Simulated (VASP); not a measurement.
# Cu (Fm-3m) in VASP: single point with PBE

Aim: the single point of Cu with PBE.

All numbers are computed with VASP 6.6.1; they aren't measurements. Logs are shortened: lines on timing, memory, paths and dates and some standing lists are left out, and cuts for length are marked.

### 1 The cell of the first run

It takes space group Fm-3m (No. 225, cubic). The conventional cell has a = 3.630 Å, b = 3.630 Å, c = 3.630 Å, α = 90.00°, β = 90.00°, γ = 90.00°. Cu (site symmetry m-3m) has 12 Cu at 2.57 Å within 3.4 Å.

### 2 Single point, PBE

INCAR reads:

```
SYSTEM = Cu
PREC = Accurate ; ENCUT = 520
EDIFF = 1E-7 ; ISMEAR = -1
SIGMA = 0.1 ; LREAL = .FALSE.
LASPH = .TRUE. ; NELM = 80
ALGO = Normal ; ISIF = 2
LWAVE = .FALSE. ; LCHARG = .FALSE.
GGA = PE ; NBANDS = 24
```

KPOINTS reads:

```
Automatic mesh
0
G
  15 15 5
  0 0 0
```

POSCAR reads:

```
Cu
1.0
    0.0000000000      1.8147994277     -1.8147994277
   -1.8147994277      0.0000000000      1.8147994277
    3.6295988554      3.6295988554      3.6295988554
Cu
3
Direct
    0.0000000000      0.0000000000      0.0000000000
    0.3333333330      0.6666666670      0.3333333330
    0.6666666670      0.3333333330      0.6666666670
```

Potentials or basis: VASP PAW PBE potentials, release 64 (Cu).

Command:

```console
$ cat potpaw_PBE.64/Cu/POTCAR > POTCAR
$ mpirun -np 1 vasp_std > vasp.out
```

OUTCAR:

```text
SYSTEM = Cu
   PREC = Accurate
   ENCUT = 520
   EDIFF = 1E-7
   ISMEAR = -1
   LREAL = .FALSE.
   LASPH = .TRUE.
   NELM = 80
   ISIF = 2
   GGA = PE

 ion  position               nearest neighbor table
   1  0.000  0.000  0.000-   2 2.57   3 2.57   3 2.57   2 2.57   3 2.57   2 2.57
   2  0.333  0.667  0.333-   1 2.57   1 2.57   1 2.57   3 2.57   3 2.57   3 2.57
   3  0.667  0.333  0.667-   1 2.57   1 2.57   1 2.57   2 2.57   2 2.57   2 2.57

  LATTYP: Found a hexagonal cell.
 ALAT       =     2.5665139636
 C/A-ratio  =     2.4494897428

  Lattice vectors:

 A1 = (   0.0000000000,   1.8147994277,  -1.8147994277)
 A2 = (  -1.8147994277,   0.0000000000,   1.8147994277)
 A3 = (   3.6295988554,   3.6295988554,   3.6295988554)

Analysis of symmetry for initial positions (statically):
=====================================================================
 Subroutine PRICEL returns following result:

  LATTYP: Found a face centered cubic cell.
 ALAT       =     3.6295988518

  Lattice vectors:

 A1 = (   1.8147994259,   1.8147994259,   0.0000000000)
 A2 = (  -0.0000000018,   1.8147994259,   1.8147994277)
 A3 = (   1.8147994313,   0.0000000036,   1.8147994277)

   3 primitive cells build up your supercell.

 Routine SETGRP: Setting up the symmetry group for a
 hexagonal supercell.

 Subroutine GETGRP returns: Found 12 space group operations
 (whereof 12 operations were pure point group operations)
 out of a pool of 24 trial point group operations.

The static configuration has the point symmetry D_3d.

Analysis of symmetry for dynamics (positions and initial velocities):
=====================================================================
 Subroutine PRICEL returns following result:

  LATTYP: Found a face centered cubic cell.
 ALAT       =     3.6295988518

  Lattice vectors:

 A1 = (   1.8147994259,   1.8147994259,   0.0000000000)
 A2 = (  -0.0000000018,   1.8147994259,   1.8147994277)
 A3 = (   1.8147994313,   0.0000000036,   1.8147994277)

   3 primitive cells build up your supercell.

 Routine SETGRP: Setting up the symmetry group for a
 hexagonal supercell.

 Subroutine GETGRP returns: Found 12 space group operations
 (whereof 12 operations were pure point group operations)
 out of a pool of 24 trial point group operations.

The dynamic configuration has the point symmetry D_3d.

 Subroutine INISYM returns: Found 12 space group operations
 (whereof 12 operations are pure point group operations),
 and found     3 'primitive' translations

----------------------------------------------------------------------------------------

                                     Primitive cell

  volume of cell :      11.9541

  direct lattice vectors                    reciprocal lattice vectors
     1.814799426  1.814799426  0.000000000     0.275512539  0.275512541 -0.275512541
    -0.000000002  1.814799426  1.814799428    -0.275512540  0.275512540  0.275512540
     1.814799431  0.000000004  1.814799428     0.275512540 -0.275512540  0.275512540

  length of vectors
     2.566513961  2.566513962  2.566513966     0.477201718  0.477201717  0.477201717

  position of ions in fractional coordinates (direct lattice)
     0.000000000  0.000000000  0.000000000

  ion indices of the primitive-cell ions
   primitive index   ion index
                 1           1

----------------------------------------------------------------------------------------

 KPOINTS: Automatic mesh

Automatic generation of k-mesh.
 Grid dimensions read from file:
 generate k-points for:   15   15    5

 Generating k-lattice:

  Cartesian coordinates                     Fractional coordinates (reciprocal lattice)
    -0.012245002  0.024490004 -0.012245002     0.066666667  0.000000000  0.000000000
    -0.024490004  0.012245002  0.012245002     0.000000000  0.066666667  0.000000000
     0.018367503  0.018367503  0.018367503     0.000000000  0.000000000  0.200000000

  Length of vectors
     0.029994006  0.029994006  0.031813448

  Shift w.r.t. Gamma in fractional coordinates (k-lattice)
     0.000000000  0.000000000  0.000000000

 Subroutine IBZKPT returns following result:
 ===========================================

 Found    119 irreducible k-points:

 Following reciprocal coordinates:
            Coordinates               Weight
  0.000000  0.000000  0.000000      1.000000
  0.066667  0.000000  0.000000      6.000000
  0.133333  0.000000  0.000000      6.000000
  0.200000  0.000000  0.000000      6.000000
  0.266667  0.000000  0.000000      6.000000
  0.333333  0.000000  0.000000      6.000000
[... 16 lines left out ...]
  0.333333  0.200000  0.000000     12.000000
  0.400000  0.200000 -0.000000      6.000000
 [... further k-points ...]
   k-points           NKPTS =    119   k-points in BZ     NKDIM =    119   number of bands    NBANDS=     24
   number of dos      NEDOS =    301   number of ions     NIONS =      3
   total plane-waves  NPLWV =  19200
   dimension x,y,z NGX =    20 NGY =   20 NGZ =   48
   dimension x,y,z NGXF=    40 NGYF=   40 NGZF=   96
   ions per type =               3
   NGX,Y,Z   is equivalent  to a cutoff of  12.95, 12.95, 12.69 a.u.
   NGXF,Y,Z  is equivalent  to a cutoff of  25.91, 25.91, 25.39 a.u.
 SYSTEM =  Cu
   PREC   = accura    normal or accurate (medium, high low for compatibility)
   ISTART =      0    job   : 0-new  1-cont  2-samecut
   ICHARG =      2    charge: 1-file 2-atom 10-const
   ISPIN  =      1    spin polarized calculation?
   LNONCOLLINEAR =      F non collinear calculations
   LSORBIT =      F    spin-orbit coupling
   LASPH  =      T    aspherical Exc in radial PAW
   ENCUT  =  520.0 eV  38.22 Ry    6.18 a.u.   4.77  4.77 11.69*2*pi/ulx,y,z
   NELM   =     80;   NELMIN=  2; NELMDL= -5     # of ELM steps
   EDIFF  = 0.1E-06   stopping-criterion for ELM
   LREAL  =      F    real-space projection
   EDIFFG = 0.1E-05   stopping-criterion for IOM
   NSW    =      0    number of steps for IOM
   IBRION =     -1    ionic relax: 0-MD 1-quasi-New 2-CG
   NFREE  =      0    steps in history (QN), initial steepest desc. (CG)
   ISIF   =      2    stress and relaxation
   ISYM   =      2    0-nonsym 1-usesym 2-fastsym
   POTIM  = 0.5000    time-step for ionic-motion
   TEBEG  =    0.0;   TEEND  =   0.0 temperature during run
   PSTRESS=    0.0 pullay stress
   NELECT =      33.0000    total number of electrons
   NUPDOWN=      -1.0000    fix difference up-down
   EMIN   =  10.00;   EMAX   =-10.00  energy-range for DOS
   EFERMI =   0.00;   METHOD = LEGACY
   ISMEAR =    -1;   SIGMA  =   0.10  broadening in eV -4-tet -1-fermi 0-gaus
   EFERMI_NEDOS =   21; number of points for ismear=-14 and -15
   IALGO  =     38    algorithm
   IMIX   =      4    mixing-type and parameters
     AMIX     =   0.40;   BMIX     =  1.00
     AMIX_MAG =   1.60;   BMIX_MAG =  1.00
  volume/ion in A,a.u.               =      11.95        80.67
  Fermi-wavevector in a.u.,A,eV,Ry     =   1.592333  3.009072 34.497882  2.535523
  Thomas-Fermi vector in A             =   2.690734
   LORBIT       =      0    0 simple, 1 ext, 2 COOP (PROOUT), +10 PAW based schemes
   GGA     = PE    functional components
   LHFCALC =     F    Hartree Fock is set to
   AEXX    =    0.0000 exact exchange contribution
   IVDW    =     0    specifies the selected vdW correction
   LEPSILON=     F    determine dielectric tensor
   LRPA    =     F    only Hartree local field effects (RPA)
 non-spin polarized calculation
  energy-cutoff  :      520.00
  volume of cell :       35.86
 maximum number of plane-waves:       979
   NGX =  9   NGY =  9   NGZ = 23

 number of electron      33.0000015 magnetization

 Free energy of the ion-electron system (eV)
  ---------------------------------------------------
  ext. energy  EPLUGINS =         0.00000000
  ---------------------------------------------------
  free energy    TOTEN  =       -11.20030689 eV

  energy without entropy =      -11.17376107  energy(sigma->0) =      -11.18703398

 E-fermi :   7.4821     XC(G=0): -12.6559

 val. band max:        7.4472927149   @ k =   0.2000   0.1333   0.0000
 cond. band min:       7.4989683596   @ k =   0.4667   0.0000   0.2000
 fundamental gap:      0.0516756448
 Fermi energy:         7.4820915471

 k-point     1 :       0.0000    0.0000    0.0000
  band No.  band energies     occupation
      1      -1.8230      2.00000
      2       1.5201      2.00000
      3       1.5201      2.00000
      4       4.4437      2.00000
      5       4.4437      2.00000
      6       4.4464      2.00000
[... 16 lines left out ...]
     23      29.6032      0.00000
     24      29.6034      0.00000

 k-point     2 :       0.0667    0.0000    0.0000
  band No.  band energies     occupation
      1      -1.6803      2.00000
      2       1.6324      2.00000
      3       1.6342      2.00000
      4       4.3162      2.00000
      5       4.3382      2.00000
      6       4.4106      2.00000
[... 16 lines left out ...]
     23      28.2051      0.00000
     24      29.1394      0.00000

 k-point     3 :       0.1333    0.0000    0.0000
  band No.  band energies     occupation
      1      -1.2580      2.00000
      2       1.9421      2.00000
      3       1.9606      2.00000
      4       4.0304      2.00000
      5       4.1417      2.00000
      6       4.3202      2.00000
[... 16 lines left out ...]
     23      26.3887      0.00000
     24      26.4890      0.00000
[... 514 lines left out ...]
 k-point    23 :       0.3333    0.2000    0.0000
  band No.  band energies     occupation
      1       3.0321      2.00000
      2       3.0434      2.00000
      3       3.3457      2.00000
      4       3.3540      2.00000
      5       3.7084      2.00000
      6       4.0256      2.00000
[... 16 lines left out ...]
     23      19.0943      0.00000
     24      19.1306      0.00000

 k-point    24 :       0.4000    0.2000   -0.0000
  band No.  band energies     occupation
      1       3.0215      2.00000
      2       3.2772      2.00000
      3       3.2773      2.00000
      4       3.3181      2.00000
      5       3.8485      2.00000
      6       3.8485      2.00000
[... 16 lines left out ...]
     23      18.9700      0.00000
     24      18.9700      0.00000

 [... further k-points ...]

------------------------ aborting loop because EDIFF is reached ----------------------------------------

  FORCE on cell =-STRESS in cart. coord.  units (eV):
  Direction    XX          YY          ZZ          XY          YZ          ZX
  --------------------------------------------------------------------------------------
  -------------------------------------------------------------------------------------
  Total        0.1246833      0.1246833      0.1246833      0.0531693      0.0531693      0.0531693
  in kB        5.5703422      5.5703422      5.5703422      2.3753869      2.3753869      2.3753869
  external PRESSURE =       5.5703422 kB  Pullay stress =       0.0000000 kB

 VOLUME and BASIS-vectors are now :
 -----------------------------------------------------------------------------
  energy-cutoff  :      520.00
  volume of cell :       35.86
      direct lattice vectors                 reciprocal lattice vectors
     0.000000000  1.814799428 -1.814799428    -0.183675027  0.367350053 -0.183675027
    -1.814799428  0.000000000  1.814799428    -0.367350053  0.183675027  0.183675027
     3.629598855  3.629598855  3.629598855     0.091837513  0.091837513  0.091837513

 POSITION                                       TOTAL-FORCE (eV/Angst)
 -----------------------------------------------------------------------------------
      0.00000      0.00000      0.00000         0.000000      0.000000     -0.000000
     -0.00000      1.81480      1.81480        -0.000000     -0.000000      0.000000
      1.81480      3.62960      1.81480        -0.000000      0.000000     -0.000000
 -----------------------------------------------------------------------------------
    total drift:                                0.000000     -0.000000      0.000000

  FREE ENERGIE OF THE ION-ELECTRON SYSTEM (eV)
  ---------------------------------------------------
  free  energy   TOTEN  =       -11.2003068900 eV

  energy  without entropy=      -11.1737610715  energy(sigma->0) =      -11.18703398
```

It took 2.6 min on 1 thread of Intel Xeon 8259CL, shared host; peak memory 0.2 GiB.

Results:

```yaml
Free_energy: -11.2003 eV
Pressure: 0.6 GPa
Band_gap_on_the_k_mesh: zero (an odd number of electrons rules out a gap without spin polarisation)
```
